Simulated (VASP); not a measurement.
# MnO (P6_3mc) in VASP: single point with r2SCAN

Aim: the single point of MnO with r2SCAN.

Everything below comes from runs of VASP 6.6.1. Logs are shortened: lines on timing, memory, paths and dates and some standing lists are left out, and cuts for length are marked.

## 1. The cell of the first run

Symmetry: P6_3mc, No. 186, hexagonal system. The conventional cell has a = 3.426 Å, b = 3.426 Å, c = 5.323 Å, α = 90.00°, β = 90.00°, γ = 120.00°. Within 2.7 Å of Mn (site symmetry 3m) lie 4 O at 2.06 to 2.08 Å. O (site symmetry 3m) has 4 Mn at 2.06 to 2.08 Å within 2.7 Å.

## 2. Single point, r2SCAN, collinear spin, ferromagnetic start

Input file POSCAR:

```
MnO
1.0
    3.4263475001      0.0000000000      0.0000000000
   -1.7131737500      2.9673039773      0.0000000000
    0.0000000000      0.0000000000      5.3233226067
Mn O
2 2
Direct
    0.3333333333      0.6666666667     -0.0024684623
    0.6666666667      0.3333333333      0.4975315377
    0.3333333333      0.6666666667      0.3888984623
    0.6666666667      0.3333333333      0.8888984623
```

Input file INCAR.step1:

```
SYSTEM = MnO
PREC = Accurate
ENCUT = 520
ISMEAR = 0
SIGMA = 0.1
LREAL = .False.
LASPH = .True.
NELM = 150
ISPIN = 2
MAGMOM = 4.46 4.46 0.23 0.23
LMAXMIX = 4
NBANDS = 31
GGA = PE
ALGO = Normal
EDIFF = 1E-4
LWAVE = .True.
LCHARG = .False.
```

Input file INCAR.step2:

```
SYSTEM = MnO
PREC = Accurate
ENCUT = 520
EDIFF = 1E-7
ISMEAR = 0
SIGMA = 0.1
LREAL = .False.
LASPH = .True.
NELM = 150
ALGO = Normal
ISIF = 2
LWAVE = .False.
LCHARG = .False.
ISPIN = 2
MAGMOM = 4.46 4.46 0.23 0.23
LORBIT = 11
LMAXMIX = 4
METAGGA = R2SCAN
LMIXTAU = .True.
NBANDS = 31
ISTART = 1
```

Input file KPOINTS:

```
regular mesh
0
Gamma
  15 15 8
  0 0 0
```

Potentials or basis: VASP PAW PBE potentials, release 64 (Mn_pv, O).

The run is started by

```console
$ cat potpaw_PBE.64/Mn_pv/POTCAR potpaw_PBE.64/O/POTCAR > POTCAR
$ cp INCAR.step1 INCAR
$ mpirun -np 1 vasp_std > vasp.out
$ cp INCAR.step2 INCAR
$ mpirun -np 1 vasp_std > vasp.out
```

OUTCAR:

```text
SYSTEM = MnO
   PREC = Accurate
   ENCUT = 520
   EDIFF = 1E-7
   ISMEAR = 0
   LREAL = .False.
   LASPH = .True.
   NELM = 150
   ISIF = 2
   ISPIN = 2
   LORBIT = 11
   METAGGA = R2SCAN
   ISTART = 1

 ion  position               nearest neighbor table
   1  0.333  0.667  0.998-   4 2.06   4 2.06   4 2.06   3 2.08
   2  0.667  0.333  0.498-   3 2.06   3 2.06   3 2.06   4 2.08
   3  0.333  0.667  0.389-   2 2.06   2 2.06   2 2.06   1 2.08
   4  0.667  0.333  0.889-   1 2.06   1 2.06   1 2.06   2 2.08

  LATTYP: Found a hexagonal cell.
 ALAT       =     3.4263475001
 C/A-ratio  =     1.5536435246

  Lattice vectors:

 A1 = (   3.4263475001,   0.0000000000,   0.0000000000)
 A2 = (  -1.7131737500,   2.9673039773,   0.0000000000)
 A3 = (   0.0000000000,   0.0000000000,   5.3233226067)

Analysis of symmetry for initial positions (statically):
=====================================================================
 Subroutine PRICEL returns:
 Original cell was already a primitive cell.

 Routine SETGRP: Setting up the symmetry group for a
 hexagonal supercell.

 Subroutine GETGRP returns: Found 12 space group operations
 (whereof  6 operations were pure point group operations)
 out of a pool of 24 trial point group operations.

The static configuration has the point symmetry C_3v.
 The point group associated with its full space group is C_6v.

Analysis of symmetry for dynamics (positions and initial velocities):
=====================================================================
 Subroutine PRICEL returns:
 Original cell was already a primitive cell.

 Routine SETGRP: Setting up the symmetry group for a
 hexagonal supercell.

 Subroutine GETGRP returns: Found 12 space group operations
 (whereof  6 operations were pure point group operations)
 out of a pool of 24 trial point group operations.

The dynamic configuration has the point symmetry C_3v.
 The point group associated with its full space group is C_6v.

Analysis of structural, dynamic, and magnetic symmetry:
=====================================================================
 Subroutine PRICEL returns:
 Original cell was already a primitive cell.

 Routine SETGRP: Setting up the symmetry group for a
 hexagonal supercell.

 Subroutine GETGRP returns: Found 12 space group operations
 (whereof  6 operations were pure point group operations)
 out of a pool of 24 trial point group operations.

The overall configuration has the point symmetry C_3v.
 The point group associated with its full space group is C_6v.

 Subroutine INISYM returns: Found 12 space group operations
 (whereof  6 operations are pure point group operations),
 and found     1 'primitive' translations

----------------------------------------------------------------------------------------

                                     Primitive cell

  volume of cell :      54.1223

  direct lattice vectors                    reciprocal lattice vectors
     3.426347500  0.000000000  0.000000000     0.291855978  0.168503127  0.000000000
    -1.713173750  2.967303977  0.000000000     0.000000000  0.337006255  0.000000000
     0.000000000  0.000000000  5.323322607     0.000000000  0.000000000  0.187852601

  length of vectors
     3.426347500  3.426347500  5.323322607     0.337006255  0.337006255  0.187852601

  position of ions in fractional coordinates (direct lattice)
     0.333333333  0.666666667  0.997531538
     0.666666667  0.333333333  0.497531538
     0.333333333  0.666666667  0.388898462
     0.666666667  0.333333333  0.888898462

  ion indices of the primitive-cell ions
   primitive index   ion index
                 1           1
                 2           2
                 3           3
                 4           4

----------------------------------------------------------------------------------------

 KPOINTS: regular mesh

Automatic generation of k-mesh.
 Grid dimensions read from file:
 generate k-points for:   15   15    8

 Generating k-lattice:

  Cartesian coordinates                     Fractional coordinates (reciprocal lattice)
     0.019457065  0.011233542  0.000000000     0.066666667  0.000000000  0.000000000
     0.000000000  0.022467084  0.000000000     0.000000000  0.066666667  0.000000000
     0.000000000  0.000000000  0.023481575     0.000000000  0.000000000  0.125000000

  Length of vectors
     0.022467084  0.022467084  0.023481575

  Shift w.r.t. Gamma in fractional coordinates (k-lattice)
     0.000000000  0.000000000  0.000000000

 Subroutine IBZKPT returns following result:
 ===========================================

 Found    135 irreducible k-points:

 Following reciprocal coordinates:
            Coordinates               Weight
  0.000000  0.000000  0.000000      1.000000
  0.066667 -0.000000  0.000000      6.000000
  0.133333  0.000000  0.000000      6.000000
  0.200000 -0.000000  0.000000      6.000000
  0.266667  0.000000  0.000000      6.000000
  0.333333 -0.000000  0.000000      6.000000
[... 16 lines left out ...]
  0.333333  0.200000  0.000000     12.000000
  0.400000  0.200000  0.000000      6.000000
 [... further k-points ...]
   k-points           NKPTS =    135   k-points in BZ     NKDIM =    135   number of bands    NBANDS=     31
   number of dos      NEDOS =    301   number of ions     NIONS =      4
   total plane-waves  NPLWV =  31360
   dimension x,y,z NGX =    28 NGY =   28 NGZ =   40
   dimension x,y,z NGXF=    56 NGYF=   56 NGZF=   80
   ions per type =               2   2
   NGX,Y,Z   is equivalent  to a cutoff of  13.59, 13.59, 12.49 a.u.
   NGXF,Y,Z  is equivalent  to a cutoff of  27.17, 27.17, 24.98 a.u.
 SYSTEM =  MnO
   PREC   = accura    normal or accurate (medium, high low for compatibility)
   ISTART =      1    job   : 0-new  1-cont  2-samecut
   ICHARG =      0    charge: 1-file 2-atom 10-const
   ISPIN  =      2    spin polarized calculation?
   LNONCOLLINEAR =      F non collinear calculations
   LSORBIT =      F    spin-orbit coupling
   LASPH  =      T    aspherical Exc in radial PAW
   ENCUT  =  520.0 eV  38.22 Ry    6.18 a.u.   6.37  6.37  9.90*2*pi/ulx,y,z
   NELM   =    150;   NELMIN=  2; NELMDL=  0     # of ELM steps
   EDIFF  = 0.1E-06   stopping-criterion for ELM
   LREAL  =      F    real-space projection
   EDIFFG = 0.1E-05   stopping-criterion for IOM
   NSW    =      0    number of steps for IOM
   IBRION =     -1    ionic relax: 0-MD 1-quasi-New 2-CG
   NFREE  =      0    steps in history (QN), initial steepest desc. (CG)
   ISIF   =      2    stress and relaxation
   ISYM   =      2    0-nonsym 1-usesym 2-fastsym
   POTIM  = 0.5000    time-step for ionic-motion
   TEBEG  =    0.0;   TEEND  =   0.0 temperature during run
   PSTRESS=    0.0 pullay stress
   NELECT =      38.0000    total number of electrons
   NUPDOWN=      -1.0000    fix difference up-down
   EMIN   =  10.00;   EMAX   =-10.00  energy-range for DOS
   EFERMI =   0.00;   METHOD = LEGACY
   ISMEAR =     0;   SIGMA  =   0.10  broadening in eV -4-tet -1-fermi 0-gaus
   EFERMI_NEDOS =   21; number of points for ismear=-14 and -15
   IALGO  =     38    algorithm
   IMIX   =      4    mixing-type and parameters
     AMIX     =   0.40;   BMIX     =  1.00
     AMIX_MAG =   1.60;   BMIX_MAG =  1.00
  volume/ion in A,a.u.               =      13.53        91.31
  Fermi-wavevector in a.u.,A,eV,Ry     =   1.455048  2.749642 28.805770  2.117164
  Thomas-Fermi vector in A             =   2.572128
   LORBIT       =     11    0 simple, 1 ext, 2 COOP (PROOUT), +10 PAW based schemes
   METAGGA = R2SCAN    functional components
   LHFCALC =     F    Hartree Fock is set to
   AEXX    =    0.0000 exact exchange contribution
   IVDW    =     0    specifies the selected vdW correction
   LEPSILON=     F    determine dielectric tensor
   LRPA    =     F    only Hartree local field effects (RPA)
 spin polarized calculation
 Gauss-broadening in eV      SIGMA  =   0.10
  energy-cutoff  :      520.00
  volume of cell :       54.12
 maximum number of plane-waves:      1474
 NGX is ok and might be reduce to    28
   NGX = 13   NGY = 13   NGZ = 19

 number of electron      37.9999998 magnetization       9.9999998

 number of electron      37.9999998 magnetization      10.0000001

 Free energy of the ion-electron system (eV)
  ---------------------------------------------------
  ext. energy  EPLUGINS =         0.00000000
  ---------------------------------------------------
  free energy    TOTEN  =       -48.84279690 eV

  energy without entropy =      -48.84208393  energy(sigma->0) =      -48.84244041

 E-fermi :   5.3027     XC(G=0): -11.1049

 val. band max:        5.2797614658   @ k =   0.0000   0.0000   0.1250
 cond. band min:       5.3101106515   @ k =   0.0000   0.0000   0.0000
 fundamental gap:      0.0303491858
 Fermi energy:         5.3026648528

 spin component 1

 k-point     1 :       0.0000    0.0000    0.0000
  band No.  band energies     occupation
      1     -47.3161      1.00000
      2     -47.2835      1.00000
      3     -47.2706      1.00000
      4     -47.2705      1.00000
      5     -47.2648      1.00000
      6     -47.2647      1.00000
[... 805 lines left out ...]
     30      15.5415      0.00000
     31      16.0306      0.00000

 [... further k-points ...]

 spin component 2

 k-point     1 :       0.0000    0.0000    0.0000
  band No.  band energies     occupation
      1     -41.0419      1.00000
      2     -40.9929      1.00000
      3     -40.9774      1.00000
      4     -40.9773      1.00000
      5     -40.9690      1.00000
      6     -40.9689      1.00000
[... 805 lines left out ...]
     30      17.0155      0.00000
     31      18.0814      0.00000

 [... further k-points ...]

------------------------ aborting loop because EDIFF is reached ----------------------------------------

  FORCE on cell =-STRESS in cart. coord.  units (eV):
  Direction    XX          YY          ZZ          XY          YZ          ZX
  --------------------------------------------------------------------------------------
  -------------------------------------------------------------------------------------
  Total        0.1749192      0.1749192      0.1368362      0.0000000     -0.0000000      0.0000000
  in kB        5.1781174      5.1781174      4.0507491      0.0000000     -0.0000000      0.0000000
  external PRESSURE =       4.8023280 kB  Pullay stress =       0.0000000 kB

 VOLUME and BASIS-vectors are now :
 -----------------------------------------------------------------------------
  energy-cutoff  :      520.00
  volume of cell :       54.12
      direct lattice vectors                 reciprocal lattice vectors
     3.426347500  0.000000000  0.000000000     0.291855978  0.168503127  0.000000000
    -1.713173750  2.967303977  0.000000000     0.000000000  0.337006255  0.000000000
     0.000000000  0.000000000  5.323322607     0.000000000  0.000000000  0.187852601

 POSITION                                       TOTAL-FORCE (eV/Angst)
 -----------------------------------------------------------------------------------
     -0.00000      1.97820      5.31018         0.000000     -0.000000      0.003651
      1.71317      0.98910      2.64852        -0.000000      0.000000      0.003651
     -0.00000      1.97820      2.07023        -0.000000     -0.000000     -0.003651
      1.71317      0.98910      4.73189        -0.000000     -0.000000     -0.003651
 -----------------------------------------------------------------------------------
    total drift:                               -0.000000      0.000000      0.007379

  FREE ENERGIE OF THE ION-ELECTRON SYSTEM (eV)
  ---------------------------------------------------
  free  energy   TOTEN  =       -48.8427968989 eV

  energy  without entropy=      -48.8420839267  energy(sigma->0) =      -48.84244041

 total charge

# of ion       s       p       d       tot
------------------------------------------
    1        0.239   6.211   4.940  11.390
    2        0.239   6.211   4.940  11.390
    3        1.556   3.485   0.000   5.041
    4        1.556   3.485   0.000   5.041
--------------------------------------------------
tot          3.591  19.392   9.880  32.863

 magnetization (x)

# of ion       s       p       d       tot
------------------------------------------
    1        0.032   0.054   4.410   4.496
    2        0.032   0.054   4.410   4.496
    3        0.021   0.165   0.000   0.186
    4        0.021   0.165   0.000   0.186
--------------------------------------------------
tot          0.106   0.438   8.820   9.365
```

Wall time 54 min (1 thread of Oxide Virtual Turin-like, shared host); peak memory 0.4 GiB.

Results:

* Free energy: -48.8428 eV
* Pressure: 0.5 GPa
* Largest force: 0.004 eV/Å
* Band gap on the k mesh: zero (filled and empty bands overlap)
* Net moment: 10.00 μB per cell
* Site moments: Mn +4.50; O +0.19 μB
* Valence electrons inside the program's atomic spheres: Mn 11.39; O 5.04

Forces on the atoms (eV/Å):
```
Mn   0.000  0.000  0.004
Mn   0.000  0.000  0.004
O    0.000  0.000 -0.004
O    0.000  0.000 -0.004
```

Levels at points of the mesh, in eV from the Fermi level:
Spin up:
```
           k point  band 21  band 22  band 23  band 24  band 25  band 26  band 27  band 28
(0.00, 0.00, 0.00)    -0.75    -0.75    -0.48     0.01     0.01     4.22     6.15    11.89
(0.00, 0.00, 0.50)    -0.39    -0.39    -0.39    -0.39     1.60     1.60     9.16     9.16
```
Spin down:
```
           k point  band 10  band 11  band 12  band 13  band 14  band 15  band 16  band 17  band 18  band 19
(0.00, 0.00, 0.00)    -4.79    -4.79    -4.74    -4.74    -4.39     0.54     2.26     2.26     2.78     3.13
(0.00, 0.00, 0.50)    -5.54    -4.78    -4.78    -4.78    -4.78     2.52     2.52     2.80     2.80     2.80
```

Caveat: the PAW data sets were made with another functional, which shifts forces and pressure a little; semilocal functionals often make such compounds metallic where correlation or magnetic order opens a gap, which also shifts bond lengths; the run started ferromagnetic, and an antiferromagnetic order may lie lower in energy. With open d or f shells a metallic result of r2SCAN can be an artefact of self-interaction; +U or a hybrid may open a gap.

The gap in the log of VASP goes by the Fermi energy; the results here count the filled bands.